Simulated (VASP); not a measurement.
# Cs (Im-3m) in VASP: settings compared

Cs is run at these levels: LDA, PBEsol; tasks: single point.

Program: VASP 6.6.1. These are calculated values, not measurements. Logs are shortened: lines on timing, memory, paths and dates and some standing lists are left out, and cuts for length are marked.

## Step 1: The cell of the first run

The structure is cubic, space group Im-3m (No. 229). The conventional cell has a = 6.257 Å, b = 6.257 Å, c = 6.257 Å, α = 90.00°, β = 90.00°, γ = 90.00°.

## Step 2: Single point, LDA

INCAR

```
ALGO = Normal
EDIFF = 1E-7
ENCUT = 520
GGA = CA
ISIF = 2
ISMEAR = -1
LASPH = T
LCHARG = F
LREAL = F
LWAVE = F
NBANDS = 10
NELM = 100
PREC = Accurate
SIGMA = 0.03
```

KPOINTS

```
k-points
0
Gamma
  9 9 9
```

POSCAR

```
Cs
1.0
   -3.1284650614      3.1284650614      3.1284650614
    3.1284650614     -3.1284650614      3.1284650614
    3.1284650614      3.1284650614     -3.1284650614
Cs
1
Direct
    0.0000000000      0.0000000000      0.0000000000
```

Potentials or basis: VASP PAW LDA potentials, release 64 (Cs_sv).

Command:

```
cat potpaw_LDA.64/Cs_sv/POTCAR > POTCAR
mpirun -np 1 vasp_std > vasp.out
```

OUTCAR:

```text
EDIFF = 1E-7
   ENCUT = 520
   GGA = CA
   ISIF = 2
   ISMEAR = -1
   LASPH = T
   LREAL = F
   NELM = 100
   PREC = Accurate

 ion  position               nearest neighbor table
   1  0.000  0.000  0.000-

  LATTYP: Found a body centered cubic cell.
 ALAT       =     6.2569301228

  Lattice vectors:

 A1 = (  -3.1284650614,   3.1284650614,   3.1284650614)
 A2 = (   3.1284650614,  -3.1284650614,   3.1284650614)
 A3 = (   3.1284650614,   3.1284650614,  -3.1284650614)

Analysis of symmetry for initial positions (statically):
=====================================================================
 Subroutine PRICEL returns:
 Original cell was already a primitive cell.

 Routine SETGRP: Setting up the symmetry group for a
 body centered cubic supercell.

 Subroutine GETGRP returns: Found 48 space group operations
 (whereof 48 operations were pure point group operations)
 out of a pool of 48 trial point group operations.

The static configuration has the point symmetry O_h .

Analysis of symmetry for dynamics (positions and initial velocities):
=====================================================================
 Subroutine PRICEL returns:
 Original cell was already a primitive cell.

 Routine SETGRP: Setting up the symmetry group for a
 body centered cubic supercell.

 Subroutine GETGRP returns: Found 48 space group operations
 (whereof 48 operations were pure point group operations)
 out of a pool of 48 trial point group operations.

The dynamic configuration has the point symmetry O_h .

 Subroutine INISYM returns: Found 48 space group operations
 (whereof 48 operations are pure point group operations),
 and found     1 'primitive' translations

----------------------------------------------------------------------------------------

                                     Primitive cell

  volume of cell :     122.4768

  direct lattice vectors                    reciprocal lattice vectors
    -3.128465061  3.128465061  3.128465061     0.000000000  0.159822785  0.159822785
     3.128465061 -3.128465061  3.128465061     0.159822785  0.000000000  0.159822785
     3.128465061  3.128465061 -3.128465061     0.159822785  0.159822785  0.000000000

  length of vectors
     5.418660436  5.418660436  5.418660436     0.226023551  0.226023551  0.226023551

[... 74 lines left out ...]
   LSORBIT =      F    spin-orbit coupling
   LASPH  =      T    aspherical Exc in radial PAW
   ENCUT  =  520.0 eV  38.22 Ry    6.18 a.u.  10.08 10.08 10.08*2*pi/ulx,y,z
   NELM   =    100;   NELMIN=  2; NELMDL= -5     # of ELM steps
   EDIFF  = 0.1E-06   stopping-criterion for ELM
   LREAL  =      F    real-space projection
   EDIFFG = 0.1E-05   stopping-criterion for IOM
   NSW    =      0    number of steps for IOM
   IBRION =     -1    ionic relax: 0-MD 1-quasi-New 2-CG
   NFREE  =      0    steps in history (QN), initial steepest desc. (CG)
   ISIF   =      2    stress and relaxation
   ISYM   =      2    0-nonsym 1-usesym 2-fastsym
   POTIM  = 0.5000    time-step for ionic-motion
   TEBEG  =    0.0;   TEEND  =   0.0 temperature during run
   PSTRESS=    0.0 pullay stress
   NELECT =       9.0000    total number of electrons
   NUPDOWN=      -1.0000    fix difference up-down
   EMIN   =  10.00;   EMAX   =-10.00  energy-range for DOS
   EFERMI =   0.00;   METHOD = LEGACY
   ISMEAR =    -1;   SIGMA  =   0.03  broadening in eV -4-tet -1-fermi 0-gaus
   EFERMI_NEDOS =   21; number of points for ismear=-14 and -15
   IALGO  =     38    algorithm
   IMIX   =      4    mixing-type and parameters
     AMIX     =   0.40;   BMIX     =  1.00
     AMIX_MAG =   1.60;   BMIX_MAG =  1.00
  volume/ion in A,a.u.               =     122.48       826.51
  Fermi-wavevector in a.u.,A,eV,Ry     =   0.685706  1.295796  6.397353  0.470192
  Thomas-Fermi vector in A             =   1.765724
   LORBIT       =      0    0 simple, 1 ext, 2 COOP (PROOUT), +10 PAW based schemes
   GGA     = CA    functional components
   LHFCALC =     F    Hartree Fock is set to
   AEXX    =    0.0000 exact exchange contribution
   IVDW    =     0    specifies the selected vdW correction
   LEPSILON=     F    determine dielectric tensor
   LRPA    =     F    only Hartree local field effects (RPA)
 non-spin polarized calculation
  energy-cutoff  :      520.00
  volume of cell :      122.48
 maximum number of plane-waves:      3327
   NGX = 21   NGY = 21   NGZ = 21

 number of electron       8.9999999 magnetization

 Free energy of the ion-electron system (eV)
  ---------------------------------------------------
  ext. energy  EPLUGINS =         0.00000000
  ---------------------------------------------------
  free energy    TOTEN  =        -0.95627723 eV

  energy without entropy =       -0.95228402  energy(sigma->0) =       -0.95428063

 E-fermi :   0.1402     XC(G=0):  -5.3851

 val. band max:        0.1279921837   @ k =  -0.3333   0.4444   0.1111
 cond. band min:       0.1935304688   @ k =  -0.4444   0.4444   0.1111
 fundamental gap:      0.0655382851
 Fermi energy:         0.1402141677

 k-point     1 :       0.0000    0.0000    0.0000
  band No.  band energies     occupation
      1     -23.7305      2.00000
      2     -10.4739      2.00000
      3     -10.4739      2.00000
      4     -10.4739      2.00000
      5      -1.4818      2.00000
      6       2.5154      0.00000
      7       2.5154      0.00000
      8       2.5154      0.00000
      9       3.3602      0.00000
     10       3.3602      0.00000
[... 287 lines left out ...]
 k-point    24 :      -0.4444   -0.4444    0.1111
  band No.  band energies     occupation
      1     -23.7245      2.00000
      2     -10.5761      2.00000
      3     -10.5290      2.00000
      4     -10.4921      2.00000
      5       0.5351      0.00000
      6       0.9724      0.00000
      7       1.7114      0.00000
      8       2.6439      0.00000
      9       3.5573      0.00000
     10       4.1537      0.00000

 [... further k-points ...]
[... 5 lines left out ...]
  --------------------------------------------------------------------------------------
  -------------------------------------------------------------------------------------
  Total       -0.3139177     -0.3139177     -0.3139177     -0.0000000     -0.0000000      0.0000000
  in kB       -4.1065066     -4.1065066     -4.1065066     -0.0000000     -0.0000000      0.0000000
  external PRESSURE =      -4.1065066 kB  Pullay stress =       0.0000000 kB

 VOLUME and BASIS-vectors are now :
 -----------------------------------------------------------------------------
  energy-cutoff  :      520.00
  volume of cell :      122.48
      direct lattice vectors                 reciprocal lattice vectors
    -3.128465061  3.128465061  3.128465061     0.000000000  0.159822785  0.159822785
     3.128465061 -3.128465061  3.128465061     0.159822785  0.000000000  0.159822785
     3.128465061  3.128465061 -3.128465061     0.159822785  0.159822785  0.000000000

 POSITION                                       TOTAL-FORCE (eV/Angst)
 -----------------------------------------------------------------------------------
      0.00000      0.00000      0.00000        -0.000000      0.000000     -0.000000
 -----------------------------------------------------------------------------------
    total drift:                               -0.000000     -0.000000     -0.000000

  FREE ENERGIE OF THE ION-ELECTRON SYSTEM (eV)
  ---------------------------------------------------
  free  energy   TOTEN  =        -0.9562772310 eV

  energy  without entropy=       -0.9522840207  energy(sigma->0) =       -0.95428063
```

OSZICAR:

```text
N       E                     dE             d eps       ncg     rms          rms(c)
DAV:   1     0.509820535864E+02    0.50982E+02   -0.28625E+03   700   0.621E+02
DAV:   2     0.419287937556E+01   -0.46789E+02   -0.45638E+02   872   0.105E+02
DAV:   3    -0.877947747813E+00   -0.50708E+01   -0.50633E+01   796   0.407E+01
DAV:   4    -0.955886187781E+00   -0.77938E-01   -0.77927E-01   908   0.594E+00
DAV:   5    -0.956268033322E+00   -0.38185E-03   -0.38184E-03   922   0.367E-01    0.127E-01
DAV:   6    -0.956024671098E+00    0.24336E-03   -0.11862E-03   968   0.153E-01    0.854E-02
DAV:   7    -0.956238695142E+00   -0.21402E-03   -0.24676E-03   918   0.220E-01    0.337E-02
DAV:   8    -0.956276157103E+00   -0.37462E-04   -0.72288E-05   822   0.508E-02    0.410E-03
DAV:   9    -0.956277094159E+00   -0.93706E-06   -0.26800E-06   976   0.812E-03    0.228E-03
DAV:  10    -0.956277227054E+00   -0.13290E-06   -0.51216E-07   842   0.347E-03    0.400E-04
DAV:  11    -0.956277231008E+00   -0.39546E-08   -0.96240E-09   430   0.532E-04
   1 F= -.95627723E+00 E0= -.95428063E+00  d E =-.399321E-02
```

Wall time 23 s (1 thread of Intel Xeon Platinum 8375C at 2.90GHz (Ice Lake), shared host); peak memory 0.2 GiB.

Results:

```
Free energy            : -0.9563 eV
Pressure               : -0.4 GPa
Band gap on the k mesh : zero (an odd number of electrons rules out a gap without spin polarisation)
```

Caveat: spin-orbit coupling is left out, which moves the levels of the heavy elements.

## Step 3: Single point, PBEsol

INCAR

```
ALGO = Normal ; EDIFF = 1E-7
ENCUT = 520 ; GGA = PS
ISIF = 2 ; ISMEAR = -1
LASPH = True ; LCHARG = False
LREAL = False ; LWAVE = False
NBANDS = 10 ; NELM = 80
PREC = Accurate ; SIGMA = 0.03
```

KPOINTS is that of step 2.

POSCAR is that of step 2.

Potentials or basis: VASP PAW PBE potentials, release 64 (Cs_sv).

Command:

```
cat potpaw_PBE.64/Cs_sv/POTCAR > POTCAR
mpirun -np 1 vasp_std > vasp.out
```

Wall time 29 s (1 thread of Intel Xeon Platinum 8375C at 2.90GHz (Ice Lake), shared host); peak memory 0.24 GiB.

It converged, with:

```
Free energy            : -0.9361 eV
Pressure               : -0.2 GPa
Band gap on the k mesh : zero (an odd number of electrons rules out a gap without spin polarisation)
```

Levels at points of the mesh, in eV from the Fermi level:
```tsv
k point	band 1	band 2	band 3	band 4	band 5	band 6	band 7	band 8	band 9	band 10
(0.00, 0.00, 0.00)	-23.89	-10.62	-10.62	-10.62	-1.62	2.46	2.46	2.46	3.29	3.29
```

Caveat: the PAW data sets were made with another functional, which shifts forces and pressure a little; spin-orbit coupling is left out, which moves the levels of the heavy elements.

The gap in the log of VASP goes by the Fermi energy; the results here count the filled bands.